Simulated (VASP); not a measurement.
# InAs (F-43m) in VASP: a series of runs, part 2 of 2

VASP 6.6.1. Earlier steps stand in the parts before.

## Step 4: Single point, HSE06

POSCAR

```
InAs
1.0
    0.0000000000      3.0545904655      3.0545904655
    3.0545904655      0.0000000000      3.0545904655
    3.0545904655      3.0545904655      0.0000000000
In As
1 1
Direct
    0.0000000000      0.0000000000      0.0000000000
    0.2500000000      0.2500000000      0.2500000000
```

INCAR.step1

```
SYSTEM = InAs
PREC     = Accurate       ! precision mode
ENCUT    = 520            ! plane-wave cutoff, eV
EDIFF    = 1E-5           ! SCF threshold, eV
ISMEAR   = -1             ! smearing method
SIGMA    = 0.02           ! smearing width, eV
LREAL    = .False.        ! projectors in reciprocal space
LASPH    = .True.         ! aspherical terms in the spheres
NELM     = 60             ! most SCF steps
ALGO     = Normal         ! electronic algorithm
ISIF     = 2              ! what is computed and relaxed
LWAVE    = .True.         ! write WAVECAR
NBANDS   = 16             ! bands
GGA      = PE             ! functional
```

INCAR.step2

```
SYSTEM = InAs
PREC     = Accurate       ! precision mode
ENCUT    = 520            ! plane-wave cutoff, eV
EDIFF    = 1E-7           ! SCF threshold, eV
ISMEAR   = -1             ! smearing method
SIGMA    = 0.02           ! smearing width, eV
LREAL    = .False.        ! projectors in reciprocal space
LASPH    = .True.         ! aspherical terms in the spheres
NELM     = 60             ! most SCF steps
ALGO     = Normal         ! electronic algorithm
ISIF     = 2              ! what is computed and relaxed
LWAVE    = .False.        ! write WAVECAR
LCHARG   = .True.         ! write CHGCAR
GGA      = PE             ! functional
LHFCALC  = .True.         ! exact exchange
HFSCREEN = 0.2079         ! screening, 1/A
PRECFOCK = Normal       
LELF     = .True.         ! ELF
LVHAR    = .True.       
NBANDS   = 16             ! bands
ISTART   = 1
```

KPOINTS

```
Automatic mesh
0
Gamma
  6 6 6
  0 0 0
```

Potentials or basis: VASP PAW PBE potentials, release 64 (In_d, As).

Run with:

```
cat potpaw_PBE.64/In_d/POTCAR potpaw_PBE.64/As/POTCAR > POTCAR
cp INCAR.step1 INCAR
mpirun -np 1 vasp_std > vasp.out
cp INCAR.step2 INCAR
mpirun -np 1 vasp_std > vasp.out
```

OUTCAR:

```text
SYSTEM = InAs
   PREC = Accurate
   ENCUT = 520
   EDIFF = 1E-7
   ISMEAR = -1
   LREAL = .False.
   LASPH = .True.
   NELM = 60
   ISIF = 2
   GGA = PE
   LHFCALC = .True.
   HFSCREEN = 0.2079
   PRECFOCK = Normal
   ISTART = 1

 ion  position               nearest neighbor table
   1  0.000  0.000  0.000-   2 2.65   2 2.65   2 2.65   2 2.65
   2  0.250  0.250  0.250-   1 2.65   1 2.65   1 2.65   1 2.65

  LATTYP: Found a face centered cubic cell.
 ALAT       =     6.1091809310

  Lattice vectors:

 A1 = (   0.0000000000,   3.0545904655,   3.0545904655)
 A2 = (   3.0545904655,   0.0000000000,   3.0545904655)
 A3 = (   3.0545904655,   3.0545904655,   0.0000000000)

Analysis of symmetry for initial positions (statically):
=====================================================================
 Subroutine PRICEL returns:
 Original cell was already a primitive cell.

 Routine SETGRP: Setting up the symmetry group for a
 face centered cubic supercell.

 Subroutine GETGRP returns: Found 24 space group operations
 (whereof 24 operations were pure point group operations)
 out of a pool of 48 trial point group operations.

The static configuration has the point symmetry T_d .

Analysis of symmetry for dynamics (positions and initial velocities):
=====================================================================
 Subroutine PRICEL returns:
 Original cell was already a primitive cell.

 Routine SETGRP: Setting up the symmetry group for a
 face centered cubic supercell.

 Subroutine GETGRP returns: Found 24 space group operations
 (whereof 24 operations were pure point group operations)
 out of a pool of 48 trial point group operations.

The dynamic configuration has the point symmetry T_d .

 Subroutine INISYM returns: Found 24 space group operations
 (whereof 24 operations are pure point group operations),
 and found     1 'primitive' translations

[... 111 lines left out ...]
   LHFCALC =     T    Hartree Fock is set to
   PRECFOCK=normal    Normal, Fast or Accurate (Low or Medium for compatibility)
   ENCUT4O =  -1.0   cutoff for four orbital integrals eV
   NKREDX  =     1    reduce k-point grid by
   NKREDY  =     1    reduce k-point grid by
   NKREDZ  =     1    reduce k-point grid by
   AEXX    =    0.2500 exact exchange contribution
   HFSCREEN=    0.2079 screening length (either q_TF or 0.3 A-1)
   HFSCREENC=   0.2079 screening length for correlation (either q_TF or 0.3 A-1)
   ENCUTFOCK=  -1.0 apply spherical cutoff to Coloumb kernel
   IVDW    =     0    specifies the selected vdW correction
   LEPSILON=     F    determine dielectric tensor
   LRPA    =     F    only Hartree local field effects (RPA)
 non-spin polarized calculation
  energy-cutoff  :      520.00
  volume of cell :       57.00
 maximum number of plane-waves:      1572
  NGX = 28; NGY = 28; NGZ = 28

 number of electron      17.9999996 magnetization

 Free energy of the ion-electron system (eV)
  ---------------------------------------------------
  ext. energy  EPLUGINS =         0.00000000
  ---------------------------------------------------
  free energy    TOTEN  =        -9.21635623 eV

  energy without entropy =       -9.21635535  energy(sigma->0) =       -9.21635579

 E-fermi :   3.9868     XC(G=0):  -7.4763

 val. band max:        3.7982442902   @ k =   0.0000   0.0000   0.0000
 cond. band min:       4.1533931083   @ k =   0.0000   0.0000   0.0000
 fundamental gap:      0.3551488181
 Fermi energy:         3.9868056629

 k-point     1 :       0.0000    0.0000    0.0000
  band No.  band energies     occupation
      1     -12.2827      2.00000
      2     -12.2827      2.00000
      3     -12.2827      2.00000
      4     -12.1618      2.00000
      5     -12.1618      2.00000
      6      -9.0296      2.00000
[... 281 lines left out ...]
      3     -12.2139      2.00000
      4     -12.1815      2.00000
      5     -12.1503      2.00000
      6      -6.9140      2.00000
[... 8 lines left out ...]
     15      16.3755      0.00000
     16      16.5433      0.00000

------------------------ aborting loop because EDIFF is reached ----------------------------------------

  FORCE on cell =-STRESS in cart. coord.  units (eV):
  Direction    XX          YY          ZZ          XY          YZ          ZX
  --------------------------------------------------------------------------------------
  -------------------------------------------------------------------------------------
  Total       -0.0714723     -0.0714723     -0.0714723     -0.0000000     -0.0000000     -0.0000000
  in kB       -2.0089056     -2.0089056     -2.0089056     -0.0000000     -0.0000000     -0.0000000
  external PRESSURE =      -2.0089056 kB  Pullay stress =       0.0000000 kB

 VOLUME and BASIS-vectors are now :
 -----------------------------------------------------------------------------
  energy-cutoff  :      520.00
  volume of cell :       57.00
      direct lattice vectors                 reciprocal lattice vectors
     0.000000000  3.054590466  3.054590466    -0.163688064  0.163688064  0.163688064
     3.054590466  0.000000000  3.054590466     0.163688064 -0.163688064  0.163688064
     3.054590466  3.054590466  0.000000000     0.163688064  0.163688064 -0.163688064

 POSITION                                       TOTAL-FORCE (eV/Angst)
 -----------------------------------------------------------------------------------
      0.00000      0.00000      0.00000        -0.000000      0.000000      0.000000
      1.52730      1.52730      1.52730         0.000000     -0.000000     -0.000000
 -----------------------------------------------------------------------------------
    total drift:                                0.000008      0.000009      0.000004

  FREE ENERGIE OF THE ION-ELECTRON SYSTEM (eV)
  ---------------------------------------------------
  free  energy   TOTEN  =        -9.2163562278 eV

  energy  without entropy=       -9.2163553451  energy(sigma->0) =       -9.21635579
```

OUTCAR.step1:

```text
SYSTEM = InAs
   PREC = Accurate
   ENCUT = 520
   EDIFF = 1E-5
   ISMEAR = -1
   LREAL = .False.
[... 514 lines left out ...]
      0.00000      0.00000      0.00000        -0.000000     -0.000000     -0.000000
      1.52730      1.52730      1.52730         0.000000      0.000000      0.000000
 -----------------------------------------------------------------------------------
    total drift:                               -0.000000     -0.000000     -0.000000

  FREE ENERGIE OF THE ION-ELECTRON SYSTEM (eV)
  ---------------------------------------------------
  free  energy   TOTEN  =        -7.6873006159 eV

  energy  without entropy=       -7.6869469889  energy(sigma->0) =       -7.68712380
```

It took 1.8 h on 1 thread of Oxide Virtual Turin-like, shared host; peak memory 0.28 GiB.

What came out:

* Free energy: -9.2164 eV
* Pressure: -0.2 GPa
* Band gap on the k mesh: 0.36 eV

Levels at points of the mesh, in eV from the valence-band top:
| k point | band 6 | band 7 | band 8 | band 9 | band 10 | band 11 | band 12 | band 13 |
| --- | --- | --- | --- | --- | --- | --- | --- | --- |
| (0.00, 0.00, 0.00) | -12.83 | 0.00 | 0.00 | 0.00 | 0.36 | 4.65 | 4.65 | 4.65 |
| (0.50, 0.00, 0.00) | -11.32 | -6.09 | -1.02 | -1.02 | 1.57 | 5.43 | 5.43 | 7.66 |
| (0.50, 0.50, 0.00) | -10.75 | -6.18 | -2.42 | -2.42 | 2.17 | 2.71 | 10.08 | 10.26 |

Caveat: the PAW data sets were made with another functional, which shifts forces and pressure a little; spin-orbit coupling is left out, which moves the levels of the heavy elements.

## Step 5: The runs side by side

| level | potentials or basis | cell | k mesh | cutoff (eV) | smearing | screening parameter | gap on the mesh (eV) | pressure (GPa) |
| --- | --- | --- | --- | --- | --- | --- | --- | --- |
| HSE06 | VASP PAW PBE potentials, release 64 (In_d, As_d) | a = 4.322 Å, angles 60.0°, 2 atoms | 4 × 4 × 4 | 400 | fermi-dirac 0.02 eV | 0.2079 1/Å | 0.38 | 0.0 |
| PBE0 | VASP PAW PBE potentials, release 64 (In_d, As) | a = 4.320 Å, angles 60.0°, 2 atoms | 6 × 6 × 6 | 520 | gaussian 0.01 eV | - | 0.94 | -0.5 |
| HSE06 | VASP PAW PBE potentials, release 64 (In_d, As) | a = 4.320 Å, angles 60.0°, 2 atoms | 6 × 6 × 6 | 520 | fermi-dirac 0.02 eV | 0.2079 1/Å | 0.36 | -0.2 |

Alike in all rows: task single point; no spin polarisation.

Caveats: some runs use coarse meshes; the PAW data sets were made with another functional, which shifts forces and pressure a little; spin-orbit coupling is left out, which moves the levels of the heavy elements.

Absolute energies hang on the potentials; compare differences alone.
